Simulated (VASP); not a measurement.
# H20CO9 in VASP: notebook

The runs below take H20CO9 through single point, with r2SCAN+D3(BJ).

Program: VASP 6.6.1. These are calculated values, not measurements. Logs are shortened: lines on timing, memory, paths and dates and some standing lists are left out, and cuts for length are marked.

## Step 1: The cell of the first run

The cell holds a disordered packing, 30 atoms: a = 6.513 Å, b = 6.513 Å, c = 6.513 Å, α = 90.00°, β = 90.00°, γ = 90.00°.

## Step 2: Single point, r2SCAN+D3(BJ)

Input file POSCAR:

```
H20CO9
1.0
    6.5131880000      0.0000000000      0.0000000000
    0.0000000000      6.5131880000      0.0000000000
    0.0000000000      0.0000000000      6.5131880000
O H C
9 20 1
Direct
    0.2104192294      0.0954985485      0.4465248047
    1.0505761541      0.7295812742      0.5803609538
    0.6888178262      0.6086420352      0.7471302840
    0.3047816215      0.3103088687      0.8935869808
    0.7856214192      0.1700703250      0.5680014150
    0.5730987652      0.9437621024      0.9354098177
    0.6010420703      0.9087715570      0.3406166074
    0.6373223067      0.4019536976      0.1919643652
    0.2014067458      0.5985394556      0.1596453227
    0.0981086374      0.1560526120      0.3941387843
    0.1496962778     -0.0258705875      0.5138804530
    1.0004624463      0.6271429598      0.4825900926
    0.9770637666      0.7332661056      0.7116330743
    0.7114795397      0.5041617101      0.6402855253
    0.5343466210      0.6445230815      0.7680570559
    0.3627870100      0.3987908840      0.9932463181
    0.3816564177      0.3647522534      0.7649403027
    0.9224054334      0.2336643745      0.5271919066
    0.7450422128      0.0352976146      0.5045455467
    0.6791604971      0.9943364141      0.8501520300
    0.4803638403      1.0488258592      0.9233880551
    0.4577481872      0.9432093777      0.3662568929
    0.6200650127      0.9509475237      0.2011917973
    0.7254051319      0.5164291281      0.2392683890
    0.6470256962      0.4128853643      0.0513112780
   -0.0554106530      0.7484813888      0.0431432349
    0.3190449899      0.6418822856      0.2321750885
    0.1263590119      0.9096927649      0.1514926331
    0.2059974317      0.8317278727     -0.0521250116
    0.1103146416      0.7668748392      0.0697200818
```

Input file INCAR.step1:

```
SYSTEM = H20CO9
PREC     = Accurate       ! precision mode
ENCUT    = 580            ! plane-wave cutoff, eV
ISMEAR   = -1             ! smearing method
SIGMA    = 0.05           ! smearing width, eV
LREAL    = .False.        ! projectors in reciprocal space
LASPH    = .True.         ! aspherical terms in the spheres
NELM     = 120            ! most SCF steps
NBANDS   = 60             ! bands
GGA      = PE             ! functional
ALGO     = Normal         ! electronic algorithm
EDIFF    = 1E-5           ! SCF threshold, eV
LWAVE    = .True.         ! write WAVECAR
LCHARG   = .False.        ! write CHGCAR
GGA_COMPAT= .False.
```

Input file INCAR.step2:

```
SYSTEM = H20CO9
PREC     = Accurate       ! precision mode
ENCUT    = 580            ! plane-wave cutoff, eV
EDIFF    = 1E-6           ! SCF threshold, eV
ISMEAR   = -1             ! smearing method
SIGMA    = 0.05           ! smearing width, eV
LREAL    = .False.        ! projectors in reciprocal space
LASPH    = .True.         ! aspherical terms in the spheres
NELM     = 120            ! most SCF steps
ALGO     = Normal         ! electronic algorithm
ISIF     = 2              ! what is computed and relaxed
LWAVE    = .False.        ! write WAVECAR
LCHARG   = .True.         ! write CHGCAR
METAGGA  = R2SCAN         ! meta-GGA
LMIXTAU  = .True.       
IVDW     = 12             ! dispersion correction
VDW_S6   = 1.0          
VDW_S8   = 0.78981345   
VDW_A1   = 0.49484001   
VDW_A2   = 5.73083694   
LELF     = .True.         ! ELF
LVHAR    = .True.       
NBANDS   = 60             ! bands
ISTART   = 1            
GGA_COMPAT= .False.
```

Input file KPOINTS:

```
Automatic mesh
0
Gamma
  1 1 1
  0 0 0
```

Potentials or basis: VASP PAW PBE potentials, release 64 (O, H, C).

On the command line:

```bash
cat potpaw_PBE.64/O/POTCAR potpaw_PBE.64/H/POTCAR potpaw_PBE.64/C/POTCAR > POTCAR
cp INCAR.step1 INCAR
mpirun -np 1 vasp_gam > vasp.out
cp INCAR.step2 INCAR
mpirun -np 1 vasp_gam > vasp.out
```

OUTCAR:

```text
SYSTEM = H20CO9
   PREC = Accurate
   ENCUT = 580
   EDIFF = 1E-6
   ISMEAR = -1
   LREAL = .False.
   LASPH = .True.
   NELM = 120
   ISIF = 2
   METAGGA = R2SCAN
   IVDW = 12
   ISTART = 1
 IVDW          = 12

 ion  position               nearest neighbor table
   1  0.210  0.095  0.447-  10 0.90  11 0.99
   2  0.051  0.730  0.580-  12 0.98  13 0.98
   3  0.689  0.609  0.747-  14 0.98  15 1.04
   4  0.305  0.310  0.894-  16 0.95  17 1.04
   5  0.786  0.170  0.568-  19 1.01  18 1.02
   6  0.573  0.944  0.935-  21 0.92  20 0.95
   7  0.601  0.909  0.341-  23 0.96  22 0.97
   8  0.637  0.402  0.192-  25 0.92  24 0.99
   9  0.201  0.599  0.160-  27 0.94  30 1.38
  10  0.098  0.156  0.394-   1 0.90
  11  0.150  0.974  0.514-   1 0.99
  12  0.000  0.627  0.483-   2 0.98
  13  0.977  0.733  0.712-   2 0.98
  14  0.711  0.504  0.640-   3 0.98
  15  0.534  0.645  0.768-   3 1.04
[... 12 lines left out ...]
  28  0.126  0.910  0.151-  30 1.08
  29  0.206  0.832  0.948-  30 1.09
  30  0.110  0.767  0.070-  28 1.08  29 1.09  26 1.10   9 1.38

  LATTYP: Found a simple cubic cell.
 ALAT       =     6.5131880000

  Lattice vectors:

 A1 = (   6.5131880000,   0.0000000000,   0.0000000000)
 A2 = (   0.0000000000,   6.5131880000,   0.0000000000)
 A3 = (   0.0000000000,   0.0000000000,   6.5131880000)

Analysis of symmetry for initial positions (statically):
=====================================================================
 Subroutine PRICEL returns:
 Original cell was already a primitive cell.

 Routine SETGRP: Setting up the symmetry group for a
 simple cubic supercell.

 Subroutine GETGRP returns: Found  1 space group operations
 (whereof  1 operations were pure point group operations)
 out of a pool of 48 trial point group operations.

The static configuration has the point symmetry C_1 .

Analysis of symmetry for dynamics (positions and initial velocities):
=====================================================================
 Subroutine PRICEL returns:
 Original cell was already a primitive cell.

 Routine SETGRP: Setting up the symmetry group for a
 simple cubic supercell.

 Subroutine GETGRP returns: Found  1 space group operations
 (whereof  1 operations were pure point group operations)
 out of a pool of 48 trial point group operations.

The dynamic configuration has the point symmetry C_1 .

 Subroutine INISYM returns: Found  1 space group operations
 (whereof  1 operations are pure point group operations),
 and found     1 'primitive' translations

----------------------------------------------------------------------------------------

                                     Primitive cell

  volume of cell :     276.3000

  direct lattice vectors                    reciprocal lattice vectors
     6.513188000  0.000000000  0.000000000     0.153534644  0.000000000  0.000000000
     0.000000000  6.513188000  0.000000000     0.000000000  0.153534644  0.000000000
     0.000000000  0.000000000  6.513188000     0.000000000  0.000000000  0.153534644

  length of vectors
     6.513188000  6.513188000  6.513188000     0.153534644  0.153534644  0.153534644

  position of ions in fractional coordinates (direct lattice)
     0.210419229  0.095498548  0.446524805
     0.050576154  0.729581274  0.580360954
     0.688817826  0.608642035  0.747130284
     0.304781621  0.310308869  0.893586981
     0.785621419  0.170070325  0.568001415
     0.573098765  0.943762102  0.935409818
[... 22 lines left out ...]
     0.205997432  0.831727873  0.947874988
     0.110314642  0.766874839  0.069720082

  ion indices of the primitive-cell ions
   primitive index   ion index
                 1           1
                 2           2
                 3           3
                 4           4
                 5           5
                 6           6
[... 22 lines left out ...]
                29          29
                30          30

----------------------------------------------------------------------------------------

 KPOINTS: Automatic mesh

Automatic generation of k-mesh.
 Grid dimensions read from file:
 generate k-points for:    1    1    1

 Generating k-lattice:

  Cartesian coordinates                     Fractional coordinates (reciprocal lattice)
     0.153534644  0.000000000  0.000000000     1.000000000  0.000000000  0.000000000
     0.000000000  0.153534644  0.000000000     0.000000000  1.000000000  0.000000000
     0.000000000  0.000000000  0.153534644     0.000000000  0.000000000  1.000000000

  Length of vectors
     0.153534644  0.153534644  0.153534644

  Shift w.r.t. Gamma in fractional coordinates (k-lattice)
     0.000000000  0.000000000  0.000000000

 Subroutine IBZKPT returns following result:
 ===========================================

 Found      1 irreducible k-points:

 Following reciprocal coordinates:
            Coordinates               Weight
  0.000000  0.000000  0.000000      1.000000
   k-points           NKPTS =      1   k-points in BZ     NKDIM =      1   number of bands    NBANDS=     60
   number of dos      NEDOS =    301   number of ions     NIONS =     30
   total plane-waves  NPLWV = 157464
   dimension x,y,z NGX =    54 NGY =   54 NGZ =   54
   dimension x,y,z NGXF=   108 NGYF=  108 NGZF=  108
   ions per type =               9  20   1
   NGX,Y,Z   is equivalent  to a cutoff of  13.78, 13.78, 13.78 a.u.
   NGXF,Y,Z  is equivalent  to a cutoff of  27.57, 27.57, 27.57 a.u.
 SYSTEM =  H20CO9
   PREC   = accura    normal or accurate (medium, high low for compatibility)
   ISTART =      1    job   : 0-new  1-cont  2-samecut
   ICHARG =      0    charge: 1-file 2-atom 10-const
   ISPIN  =      1    spin polarized calculation?
   LNONCOLLINEAR =      F non collinear calculations
   LSORBIT =      F    spin-orbit coupling
   LASPH  =      T    aspherical Exc in radial PAW
   ENCUT  =  580.0 eV  42.63 Ry    6.53 a.u.  12.79 12.79 12.79*2*pi/ulx,y,z
   NELM   =    120;   NELMIN=  2; NELMDL=  0     # of ELM steps
   EDIFF  = 0.1E-05   stopping-criterion for ELM
   LREAL  =      F    real-space projection
   EDIFFG = 0.1E-04   stopping-criterion for IOM
   NSW    =      0    number of steps for IOM
   IBRION =     -1    ionic relax: 0-MD 1-quasi-New 2-CG
   NFREE  =      0    steps in history (QN), initial steepest desc. (CG)
   ISIF   =      2    stress and relaxation
   ISYM   =      2    0-nonsym 1-usesym 2-fastsym
   POTIM  = 0.5000    time-step for ionic-motion
   TEBEG  =    0.0;   TEEND  =   0.0 temperature during run
   PSTRESS=    0.0 pullay stress
   NELECT =      78.0000    total number of electrons
   NUPDOWN=      -1.0000    fix difference up-down
   EMIN   =  10.00;   EMAX   =-10.00  energy-range for DOS
   EFERMI =   0.00;   METHOD = LEGACY
   ISMEAR =    -1;   SIGMA  =   0.05  broadening in eV -4-tet -1-fermi 0-gaus
   EFERMI_NEDOS =   21; number of points for ismear=-14 and -15
   IALGO  =     38    algorithm
   IMIX   =      4    mixing-type and parameters
     AMIX     =   0.40;   BMIX     =  1.00
     AMIX_MAG =   1.60;   BMIX_MAG =  1.00
  volume/ion in A,a.u.               =       9.21        62.15
  Fermi-wavevector in a.u.,A,eV,Ry     =   1.073939  2.029450 15.692197  1.153344
  Thomas-Fermi vector in A             =   2.209752
   LORBIT       =      0    0 simple, 1 ext, 2 COOP (PROOUT), +10 PAW based schemes
   METAGGA = R2SCAN    functional components
   LHFCALC =     F    Hartree Fock is set to
   AEXX    =    0.0000 exact exchange contribution
   IVDW    =    12    specifies the selected vdW correction
   LEPSILON=     F    determine dielectric tensor
   LRPA    =     F    only Hartree local field effects (RPA)
 non-spin polarized calculation
  energy-cutoff  :      580.00
  volume of cell :      276.30
 maximum number of plane-waves:      4367
 NGX is ok and might be reduce to    50
   NGX = 25   NGY = 25   NGZ = 25

 number of electron      77.9999998 magnetization

 Free energy of the ion-electron system (eV)
  ---------------------------------------------------
  ext. energy  EPLUGINS =         0.00000000
  ---------------------------------------------------
  free energy    TOTEN  =      -155.57275054 eV

  energy without entropy =     -155.57275054  energy(sigma->0) =     -155.57275054

 E-fermi :  -1.9610     XC(G=0):  -7.5226

 val. band max:       -3.1875822912   @ k =   0.0000   0.0000   0.0000
 cond. band min:       1.2489557494   @ k =   0.0000   0.0000   0.0000
 fundamental gap:      4.4365380406
 Fermi energy:        -1.9610297527

 k-point     1 :       0.0000    0.0000    0.0000
  band No.  band energies     occupation
      1     -24.3771      2.00000
      2     -24.1026      2.00000
      3     -23.8452      2.00000
      4     -23.5216      2.00000
      5     -23.3792      2.00000
      6     -23.1323      2.00000
[... 43 lines left out ...]
     50       6.9839      0.00000
     51       7.3425      0.00000
 [bands above 51 left out]

------------------------ aborting loop because EDIFF is reached ----------------------------------------

 Edisp (eV)   -0.55340

 E8    (eV) :    -0.0808

  FORCE on cell =-STRESS in cart. coord.  units (eV):
  Direction    XX          YY          ZZ          XY          YZ          ZX
  --------------------------------------------------------------------------------------
  -------------------------------------------------------------------------------------
  Total      -1.16629     0.65199     7.70346    -4.91179     0.69517     3.22922
  in kB      -6.76296     3.78070    44.66998   -28.48195     4.03109    18.72526
  external pressure =       13.90 kB  Pullay stress =        0.00 kB

 VOLUME and BASIS-vectors are now :
 -----------------------------------------------------------------------------
  energy-cutoff  :      580.00
  volume of cell :      276.30
      direct lattice vectors                 reciprocal lattice vectors
     6.513188000  0.000000000  0.000000000     0.153534644  0.000000000  0.000000000
     0.000000000  6.513188000  0.000000000     0.000000000  0.153534644  0.000000000
     0.000000000  0.000000000  6.513188000     0.000000000  0.000000000  0.153534644

 POSITION                                       TOTAL-FORCE (eV/Angst)
 -----------------------------------------------------------------------------------
      1.37050      0.62200      2.90830         3.304353     -2.231911      1.983833
      0.32941      4.75190      3.78000         0.503491      0.114084     -0.035223
      4.48640      3.96420      4.86620        -2.254626     -0.074263      0.342422
      1.98510      2.02110      5.82010         1.607741      0.032821     -3.587937
      5.11690      1.10770      3.69950         1.433030      1.246573      0.674100
      3.73270      6.14690      6.09250         1.245342     -2.129874      0.674778
[... 22 lines left out ...]
      1.34170      5.41720      6.17369        -0.502622     -0.964913     -1.382982
      0.71850      4.99480      0.45410         0.006453      2.337991     -0.818971
 -----------------------------------------------------------------------------------
    total drift:                               -0.001243      0.000263     -0.000305

  FREE ENERGIE OF THE ION-ELECTRON SYSTEM (eV)
  ---------------------------------------------------
  free  energy   TOTEN  =      -156.1261501246 eV

  energy  without entropy=     -156.1261501246  energy(sigma->0) =     -156.12615012
```

Run time: 5 min. Hardware: 1 thread of Intel Xeon 8259CL, shared host; peak memory 0.42 GiB.

Results:

* Free energy: -156.1262 eV
* Pressure: 1.4 GPa
* Largest force: 4.454 eV/Å
* Dispersion energy per atom: -0.018 eV

Forces on the atoms (eV/Å):
```
O    3.304 -2.232  1.984
O    0.503  0.114 -0.035
O   -2.255 -0.074  0.342
O    1.608  0.033 -3.588
O    1.433  1.247  0.674
O    1.245 -2.130  0.675
O   -0.496 -1.036  1.036
O    0.541  0.816  2.901
O   -0.849 -1.219  0.681
H   -2.928  1.939 -2.361
H    0.237 -0.042 -0.048
H    0.071  0.614  0.814
H   -0.131 -0.631 -1.008
H   -0.891  0.243  0.623
H    3.000 -0.561 -0.784
H   -0.232  0.674  1.400
H   -1.585 -1.416  1.803
H   -2.317 -1.664  0.826
H    0.466  1.068 -0.731
H    1.250  0.165 -0.898
H   -2.717  2.654 -0.073
H    0.157  0.393  0.211
H    0.202  0.176 -0.988
H   -0.817 -0.786 -0.280
H    0.448  0.169 -2.896
H    0.500 -0.370 -0.405
H    1.176  0.282  0.734
H   -0.425  0.200  1.595
H   -0.503 -0.965 -1.383
C    0.006  2.338 -0.819
```

Levels at points of the mesh, in eV from the Fermi level:
```
           k point  band 35  band 36  band 37  band 38  band 39  band 40  band 41  band 42  band 43  band 44
(0.00, 0.00, 0.00)    -2.39    -2.21    -2.00    -1.60    -1.23     3.21     5.92     6.30     6.56     6.95
```

Caveat: the k points lie up to 0.96 Å⁻¹ apart; the PAW data sets were made with another functional, which shifts forces and pressure a little.

## Step 3: Single point, r2SCAN+D3(BJ)

Input file POSCAR:

```
H20CO9
1.0
    6.5131880000      0.0000000000      0.0000000000
    0.0000000000      6.5131880000      0.0000000000
    0.0000000000      0.0000000000      6.5131880000
O H C
9 20 1
Direct
    0.2166527360      0.1140915939      0.4022761204
    1.0441737595      0.7262495724      0.5944400806
    0.6410378451      0.5776740975      0.7191562719
    0.2827647536      0.2986095289      0.9032750168
    0.7798792235      0.1630537918      0.5834162932
    0.5814356963      0.9373597077      0.9762653865
    0.5792708578      0.8628646985      0.3614973190
    0.6803427139      0.3597316706      0.2025736091
    0.2098818582      0.5970962300      0.1546554468
    0.1823991569      0.2133824480      0.3090498846
    0.0911688715      0.1221368092      0.4938748889
    0.9591923341      0.5984166279      0.5422536552
    0.9440538182      0.7876941369      0.6850715809
    0.6531210215      0.4410589714      0.6467953942
    0.5684927258      0.6847184512      0.6284480043
    0.2640181736      0.4448205702      0.9673910841
    0.4091391190      0.3324792713      0.8215485259
    0.9000661427      0.2809069844      0.5854736574
    0.7673047362      0.2102349878      0.4284998376
    0.5878227375      0.9264126876      0.8399880366
    0.5174885171      1.0652540661      0.9854928186
    0.4678047064      0.9518226712      0.3846503433
    0.6066153779      0.8614061194      0.2240223989
    0.6740170866      0.5108558205      0.2601030402
    0.6734183015      0.3608064131      0.0584506389
   -0.0125284269      0.8271832473      0.1245933635
    0.2877392761      0.6412220866      0.2652464507
    0.2601491006      0.9304506487      0.1286620316
    0.1332220105      0.7973514660     -0.1011793303
    0.1585705802      0.7992399421      0.0618130476
```

Input file INCAR.step1:

```
SYSTEM = H20CO9
ALGO = Normal
EDIFF = 1E-5
ENCUT = 580
GGA = PE
GGA_COMPAT = .False.
ISMEAR = -1
LASPH = .True.
LCHARG = .False.
LREAL = .False.
LWAVE = .True.
NBANDS = 60
NELM = 120
PREC = Accurate
SIGMA = 0.05
```

Input file INCAR.step2:

```
SYSTEM = H20CO9
ALGO = Normal
EDIFF = 1E-6
ENCUT = 580
GGA_COMPAT = .False.
ISIF = 2
ISMEAR = -1
ISTART = 1
IVDW = 12
LASPH = .True.
LCHARG = .False.
LMIXTAU = .True.
LREAL = .False.
LWAVE = .False.
METAGGA = R2SCAN
NBANDS = 60
NELM = 120
PREC = Accurate
SIGMA = 0.05
VDW_A1 = 0.49484001
VDW_A2 = 5.73083694
VDW_S6 = 1.0
VDW_S8 = 0.78981345
```

Input file KPOINTS:

```
k-points
0
Gamma
  1 1 1
  0 0 0
```

Potentials or basis: VASP PAW PBE potentials, release 64 (O, H, C).

On the command line:

```bash
cat potpaw_PBE.64/O/POTCAR potpaw_PBE.64/H/POTCAR potpaw_PBE.64/C/POTCAR > POTCAR
cp INCAR.step1 INCAR
mpirun -np 1 vasp_gam > vasp.out
cp INCAR.step2 INCAR
mpirun -np 1 vasp_gam > vasp.out
```

It took 5 min on 1 thread of Intel Xeon 8259CL, shared host; peak memory 0.42 GiB.

It converged, with:

- Free energy: -154.9738 eV
- Pressure: -1.7 GPa
- Largest force: 6.554 eV/Å
- Dispersion energy per atom: -0.018 eV

Forces in eV/Å, atoms in the order of the input:
```
O   -1.099 -1.328  3.360
O   -1.561 -2.800 -1.293
O   -0.828  0.050 -1.304
O    1.605  2.179 -0.457
O    3.311  4.810 -2.976
O    0.787 -0.342  3.487
O    0.303 -1.687  3.793
O    0.182  2.584  3.362
O   -1.015  1.052 -2.542
H   -0.226  2.319 -2.641
H    1.770 -1.008 -0.780
H    1.809  2.881  1.039
H   -0.170  0.024 -0.134
H   -0.415  1.559  0.391
H    1.101 -2.101  0.666
H   -0.010 -2.208 -0.080
H   -1.435 -0.498  0.407
H   -2.261 -2.627  1.479
H   -1.088 -1.725  1.627
H    0.661 -1.040 -4.812
H   -1.224  1.895  0.764
H   -1.313  1.061  0.169
H    0.593  0.143 -3.355
H   -0.018 -2.906 -1.756
H    0.037  0.559 -1.284
H    2.314  0.062 -0.683
H    1.511  0.218  2.042
H   -1.430 -2.002 -1.198
H    1.075 -0.462 -0.281
C   -2.966  1.338  2.989
```

Stress tensor (GPa, compression positive):
```
-3.39 -2.70  0.73
-2.70 -6.66  0.19
 0.73  0.19  4.83
```

Levels at points of the mesh, in eV from the Fermi level:
```csv
k point,band 37,band 38,band 39,band 40,band 41,band 42
"(0.00, 0.00, 0.00)",-1.97,-1.67,-1.21,2.80,5.28,6.06
```

Caveat: the k points lie up to 0.96 Å⁻¹ apart; the PAW data sets were made with another functional, which shifts forces and pressure a little.

(Continued in part 2 of 2.)
